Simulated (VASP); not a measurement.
# CaO (Fm-3m) in VASP: notebook

CaO is run at these levels: PBE; tasks: single point.

Everything below comes from runs of VASP 6.6.1. Logs are shortened: lines on timing, memory, paths and dates and some standing lists are left out, and cuts for length are marked.

## Step 1: The cell of the first run

It takes space group Fm-3m (No. 225, cubic). Conventional cell: a = 4.894 Å, b = 4.894 Å, c = 4.894 Å, α = 90.00°, β = 90.00°, γ = 90.00°. Within 3.2 Å of Ca (site symmetry m-3m) lie 6 O at 2.45 Å. O (site symmetry m-3m) has 6 Ca at 2.45 Å within 3.2 Å.

## Step 2: Single point, PBE (volume scaled by 1.040)

INCAR

```
SYSTEM = CaO
  ALGO = Normal
  EDIFF = 1E-6
  ENCUT = 520
  GGA = PE
  ISIF = 2
  ISMEAR = 0
  LASPH = .TRUE.
  LCHARG = .FALSE.
  LREAL = .FALSE.
  LWAVE = .FALSE.
  NBANDS = 15
  NELM = 100
  PREC = Accurate
  SIGMA = 0.05
```

KPOINTS

```
k-points
0
G
  12 12 12
  0 0 0
```

POSCAR

```
CaO
1.0
    0.0000000000      2.4472080909      2.4472080909
    2.4472080909      0.0000000000      2.4472080909
    2.4472080909      2.4472080909      0.0000000000
Ca O
1 1
Direct
    0.5000000000      0.5000000000      0.5000000000
    0.0000000000      0.0000000000      0.0000000000
```

Potentials or basis: VASP PAW PBE potentials, release 64 (Ca_sv, O).

Run with:

```sh
$ cat potpaw_PBE.64/Ca_sv/POTCAR potpaw_PBE.64/O/POTCAR > POTCAR
$ mpirun -np 1 vasp_std > vasp.out
```

OUTCAR:

```text
SYSTEM = CaO
   EDIFF = 1E-6
   ENCUT = 520
   GGA = PE
   ISIF = 2
   ISMEAR = 0
   LASPH = .TRUE.
   LREAL = .FALSE.
   NELM = 100
   PREC = Accurate

 ion  position               nearest neighbor table
   1  0.500  0.500  0.500-   2 2.45   2 2.45   2 2.45   2 2.45   2 2.45   2 2.45
   2  0.000  0.000  0.000-   1 2.45   1 2.45   1 2.45   1 2.45   1 2.45   1 2.45

  LATTYP: Found a face centered cubic cell.
 ALAT       =     4.8944161818

  Lattice vectors:

 A1 = (   0.0000000000,   2.4472080909,   2.4472080909)
 A2 = (   2.4472080909,   0.0000000000,   2.4472080909)
 A3 = (   2.4472080909,   2.4472080909,   0.0000000000)

Analysis of symmetry for initial positions (statically):
=====================================================================
 Subroutine PRICEL returns:
 Original cell was already a primitive cell.

 Routine SETGRP: Setting up the symmetry group for a
 face centered cubic supercell.

 Subroutine GETGRP returns: Found 48 space group operations
 (whereof 48 operations were pure point group operations)
 out of a pool of 48 trial point group operations.

The static configuration has the point symmetry O_h .

Analysis of symmetry for dynamics (positions and initial velocities):
=====================================================================
 Subroutine PRICEL returns:
 Original cell was already a primitive cell.

 Routine SETGRP: Setting up the symmetry group for a
 face centered cubic supercell.

 Subroutine GETGRP returns: Found 48 space group operations
 (whereof 48 operations were pure point group operations)
 out of a pool of 48 trial point group operations.

The dynamic configuration has the point symmetry O_h .

 Subroutine INISYM returns: Found 48 space group operations
 (whereof 48 operations are pure point group operations),
 and found     1 'primitive' translations

----------------------------------------------------------------------------------------

                                     Primitive cell

  volume of cell :      29.3118

  direct lattice vectors                    reciprocal lattice vectors
     0.000000000  2.447208091  2.447208091    -0.204314460  0.204314460  0.204314460
     2.447208091  0.000000000  2.447208091     0.204314460 -0.204314460  0.204314460
     2.447208091  2.447208091  0.000000000     0.204314460  0.204314460 -0.204314460

  length of vectors
     3.460874872  3.460874872  3.460874872     0.353883026  0.353883026  0.353883026

  position of ions in fractional coordinates (direct lattice)
     0.500000000  0.500000000  0.500000000
     0.000000000  0.000000000  0.000000000

  ion indices of the primitive-cell ions
   primitive index   ion index
                 1           1
                 2           2

----------------------------------------------------------------------------------------

 KPOINTS: k-points

Automatic generation of k-mesh.
 Grid dimensions read from file:
 generate k-points for:   12   12   12

 Generating k-lattice:

  Cartesian coordinates                     Fractional coordinates (reciprocal lattice)
    -0.017026205  0.017026205  0.017026205     0.083333333  0.000000000  0.000000000
     0.017026205 -0.017026205  0.017026205     0.000000000  0.083333333  0.000000000
     0.017026205  0.017026205 -0.017026205     0.000000000  0.000000000  0.083333333

  Length of vectors
     0.029490252  0.029490252  0.029490252

  Shift w.r.t. Gamma in fractional coordinates (k-lattice)
     0.000000000  0.000000000  0.000000000

 Subroutine IBZKPT returns following result:
 ===========================================

 Found     72 irreducible k-points:

 Following reciprocal coordinates:
            Coordinates               Weight
  0.000000  0.000000  0.000000      1.000000
  0.083333  0.000000  0.000000      8.000000
  0.166667  0.000000  0.000000      8.000000
  0.250000  0.000000  0.000000      8.000000
  0.333333  0.000000  0.000000      8.000000
  0.416667  0.000000  0.000000      8.000000
[... 16 lines left out ...]
  0.500000  0.166667  0.000000     24.000000
 -0.416667  0.166667  0.000000     24.000000
 [... further k-points ...]
   k-points           NKPTS =     72   k-points in BZ     NKDIM =     72   number of bands    NBANDS=     15
   number of dos      NEDOS =    301   number of ions     NIONS =      2
   total plane-waves  NPLWV =  21952
   dimension x,y,z NGX =    28 NGY =   28 NGZ =   28
   dimension x,y,z NGXF=    56 NGYF=   56 NGZF=   56
   ions per type =               1   1
   NGX,Y,Z   is equivalent  to a cutoff of  13.45, 13.45, 13.45 a.u.
   NGXF,Y,Z  is equivalent  to a cutoff of  26.90, 26.90, 26.90 a.u.
 SYSTEM =  CaO
   PREC   = accura    normal or accurate (medium, high low for compatibility)
   ISTART =      0    job   : 0-new  1-cont  2-samecut
   ICHARG =      2    charge: 1-file 2-atom 10-const
   ISPIN  =      1    spin polarized calculation?
   LNONCOLLINEAR =      F non collinear calculations
   LSORBIT =      F    spin-orbit coupling
   LASPH  =      T    aspherical Exc in radial PAW
   ENCUT  =  520.0 eV  38.22 Ry    6.18 a.u.   6.43  6.43  6.43*2*pi/ulx,y,z
   NELM   =    100;   NELMIN=  2; NELMDL= -5     # of ELM steps
   EDIFF  = 0.1E-05   stopping-criterion for ELM
   LREAL  =      F    real-space projection
   EDIFFG = 0.1E-04   stopping-criterion for IOM
   NSW    =      0    number of steps for IOM
   IBRION =     -1    ionic relax: 0-MD 1-quasi-New 2-CG
   NFREE  =      0    steps in history (QN), initial steepest desc. (CG)
   ISIF   =      2    stress and relaxation
   ISYM   =      2    0-nonsym 1-usesym 2-fastsym
   POTIM  = 0.5000    time-step for ionic-motion
   TEBEG  =    0.0;   TEEND  =   0.0 temperature during run
   PSTRESS=    0.0 pullay stress
   NELECT =      16.0000    total number of electrons
   NUPDOWN=      -1.0000    fix difference up-down
   EMIN   =  10.00;   EMAX   =-10.00  energy-range for DOS
   EFERMI =   0.00;   METHOD = LEGACY
   ISMEAR =     0;   SIGMA  =   0.05  broadening in eV -4-tet -1-fermi 0-gaus
   EFERMI_NEDOS =   21; number of points for ismear=-14 and -15
   IALGO  =     38    algorithm
   IMIX   =      4    mixing-type and parameters
     AMIX     =   0.40;   BMIX     =  1.00
     AMIX_MAG =   1.60;   BMIX_MAG =  1.00
  volume/ion in A,a.u.               =      14.66        98.90
  Fermi-wavevector in a.u.,A,eV,Ry     =   1.337932  2.528324 24.355260  1.790061
  Thomas-Fermi vector in A             =   2.466442
   LORBIT       =      0    0 simple, 1 ext, 2 COOP (PROOUT), +10 PAW based schemes
   GGA     = PE    functional components
   LHFCALC =     F    Hartree Fock is set to
   AEXX    =    0.0000 exact exchange contribution
   IVDW    =     0    specifies the selected vdW correction
   LEPSILON=     F    determine dielectric tensor
   LRPA    =     F    only Hartree local field effects (RPA)
 non-spin polarized calculation
 Gauss-broadening in eV      SIGMA  =   0.05
  energy-cutoff  :      520.00
  volume of cell :       29.31
 maximum number of plane-waves:       817
 NGX is ok and might be reduce to    28
   NGX = 13   NGY = 13   NGZ = 13

 number of electron      16.0000005 magnetization

 Free energy of the ion-electron system (eV)
  ---------------------------------------------------
  ext. energy  EPLUGINS =         0.00000000
  ---------------------------------------------------
  free energy    TOTEN  =       -12.79622266 eV

  energy without entropy =      -12.79622266  energy(sigma->0) =      -12.79622266

 E-fermi :   2.3670     XC(G=0): -10.2132

 val. band max:        2.0507595408   @ k =   0.0000   0.0000   0.0000
 cond. band min:       5.6942964107   @ k =   0.5000   0.5000   0.0000
 fundamental gap:      3.6435368699
 Fermi energy:         2.3669888065

 k-point     1 :       0.0000    0.0000    0.0000
  band No.  band energies     occupation
      1     -35.8151      2.00000
      2     -16.6141      2.00000
      3     -16.6141      2.00000
      4     -16.6141      2.00000
      5     -13.3769      2.00000
      6       2.0508      2.00000
      7       2.0508      2.00000
      8       2.0508      2.00000
      9       6.3359      0.00000
     10       8.1375      0.00000
     11       8.1375      0.00000
     12       8.1375      0.00000
     13       9.5485      0.00000
     14       9.5485      0.00000
     15      16.7796      0.00000

 k-point     2 :       0.0833    0.0000    0.0000
  band No.  band energies     occupation
      1     -35.8097      2.00000
      2     -16.6893      2.00000
      3     -16.6174      2.00000
      4     -16.6174      2.00000
      5     -13.2966      2.00000
      6       1.7990      2.00000
      7       1.9617      2.00000
      8       1.9617      2.00000
      9       6.6579      0.00000
     10       8.1107      0.00000
     11       8.2490      0.00000
     12       8.2490      0.00000
     13       9.7023      0.00000
     14       9.7023      0.00000
     15      17.0380      0.00000

 k-point     3 :       0.1667    0.0000    0.0000
  band No.  band energies     occupation
      1     -35.7951      2.00000
      2     -16.8788      2.00000
      3     -16.6260      2.00000
      4     -16.6260      2.00000
      5     -13.0913      2.00000
      6       1.2216      2.00000
      7       1.7328      2.00000
      8       1.7328      2.00000
      9       7.4332      0.00000
     10       8.0990      0.00000
     11       8.5648      0.00000
     12       8.5648      0.00000
     13      10.1191      0.00000
     14      10.1191      0.00000
     15      17.5184      0.00000
[... 343 lines left out ...]
 k-point    23 :       0.5000    0.1667    0.0000
  band No.  band energies     occupation
      1     -35.7287      2.00000
      2     -17.3760      2.00000
      3     -16.7490      2.00000
      4     -16.6972      2.00000
      5     -12.5634      2.00000
      6      -0.0641      2.00000
      7       0.9556      2.00000
      8       1.1224      2.00000
      9       8.1545      0.00000
     10       9.3426      0.00000
     11      10.3415      0.00000
     12      10.6765      0.00000
     13      11.6649      0.00000
     14      12.6709      0.00000
     15      15.4919      0.00000

 k-point    24 :      -0.4167    0.1667    0.0000
  band No.  band energies     occupation
      1     -35.7273      2.00000
      2     -17.3913      2.00000
      3     -16.7703      2.00000
      4     -16.6823      2.00000
      5     -12.5305      2.00000
      6      -0.1233      2.00000
      7       0.9854      2.00000
      8       1.0183      2.00000
      9       8.6954      0.00000
     10       9.0096      0.00000
     11      10.1648      0.00000
     12      10.6752      0.00000
     13      11.9496      0.00000
     14      12.8468      0.00000
     15      15.3274      0.00000

 [... further k-points ...]

------------------------ aborting loop because EDIFF is reached ----------------------------------------

  FORCE on cell =-STRESS in cart. coord.  units (eV):
  Direction    XX          YY          ZZ          XY          YZ          ZX
  --------------------------------------------------------------------------------------
  -------------------------------------------------------------------------------------
  Total       -0.6149258     -0.6149258     -0.6149258      0.0000000      0.0000000     -0.0000000
  in kB      -33.6117118    -33.6117118    -33.6117118      0.0000000      0.0000000     -0.0000000
  external PRESSURE =     -33.6117118 kB  Pullay stress =       0.0000000 kB

 VOLUME and BASIS-vectors are now :
 -----------------------------------------------------------------------------
  energy-cutoff  :      520.00
  volume of cell :       29.31
      direct lattice vectors                 reciprocal lattice vectors
     0.000000000  2.447208091  2.447208091    -0.204314460  0.204314460  0.204314460
     2.447208091  0.000000000  2.447208091     0.204314460 -0.204314460  0.204314460
     2.447208091  2.447208091  0.000000000     0.204314460  0.204314460 -0.204314460

 POSITION                                       TOTAL-FORCE (eV/Angst)
 -----------------------------------------------------------------------------------
      2.44721      2.44721      2.44721         0.000000     -0.000000     -0.000000
      0.00000      0.00000      0.00000         0.000000      0.000000      0.000000
 -----------------------------------------------------------------------------------
    total drift:                                0.000000      0.000000      0.000000

  FREE ENERGIE OF THE ION-ELECTRON SYSTEM (eV)
  ---------------------------------------------------
  free  energy   TOTEN  =       -12.7962226577 eV

  energy  without entropy=      -12.7962226577  energy(sigma->0) =      -12.79622266
```

Run time: 18 s. Hardware: 1 thread of Intel Xeon Platinum 8488C (Sapphire Rapids), shared host; peak memory 0.17 GiB.

What came out:

```
Free energy            : -12.7962 eV
Pressure               : -3.4 GPa
Band gap on the k mesh : 3.64 eV, indirect (least direct gap 4.03 eV)
```

Levels at points of the mesh, in eV from the valence-band top:
```csv
k point,band 6,band 7,band 8,band 9,band 10,band 11
"(0.00, 0.00, 0.00)",0.00,0.00,0.00,4.29,6.09,6.09
"(0.50, 0.00, 0.00)",-2.51,-1.10,-1.10,6.79,8.06,8.06
"(0.50, 0.50, 0.00)",-1.32,-0.38,-0.38,3.64,7.65,8.58
```

Caveat: the cell differs from its parent crystal (volume scaled by 1.040). A k mesh can miss the band edges.

## Step 3: Single point, PBE

This run uses another cell than the first one, of 14.83 Å³/atom, 1.012 times its volume.

INCAR

```
SYSTEM = CaO
PREC = Accurate
ENCUT = 520
EDIFF = 1E-6
ISMEAR = 0
SIGMA = 0.05
LREAL = .False.
LASPH = .True.
NELM = 80
ALGO = Normal
ISIF = 2
LWAVE = .False.
LCHARG = .False.
GGA = PE
NBANDS = 15
```

KPOINTS

```
regular mesh
0
Gamma
  12 12 12
  0 0 0
```

POSCAR

```
CaO
1.0
    0.0000000000      2.4571348868      2.4571348868
    2.4571348868      0.0000000000      2.4571348868
    2.4571348868      2.4571348868      0.0000000000
Ca O
1 1
Direct
    0.5000000000      0.5000000000      0.5000000000
    0.0000000000      0.0000000000      0.0000000000
```

Potentials or basis: VASP PAW PBE potentials, release 64 (Ca_sv, O).

Run with:

```sh
$ cat potpaw_PBE.64/Ca_sv/POTCAR potpaw_PBE.64/O/POTCAR > POTCAR
$ mpirun -np 1 vasp_std > vasp.out
```

It took 18 s on 1 thread of Intel Xeon Platinum 8488C (Sapphire Rapids), shared host; peak memory 0.17 GiB.

Results (log left out):

```yaml
Free_energy: -12.7879 eV
Pressure: -4.4 GPa
Band_gap_on_the_k_mesh: 3.64 eV, indirect (least direct gap 4.03 eV)
```

Levels at points of the mesh, in eV from the valence-band top:
```
           k point  band 4  band 5  band 6  band 7  band 8  band 9  band 10  band 11  band 12  band 13
(0.00, 0.00, 0.00)  -18.72  -15.41    0.00    0.00    0.00    4.19     6.05     6.05     6.05     7.45
(0.50, 0.00, 0.00)  -18.77  -14.46   -2.49   -1.08   -1.08    6.74     7.99     7.99     8.00     9.87
(0.50, 0.50, 0.00)  -18.91  -15.17   -1.32   -0.38   -0.38    3.64     7.56     8.51     9.09     9.09
```

A k mesh can miss the band edges. A hybrid or GW would open this gap; PBE tends to underestimate it.
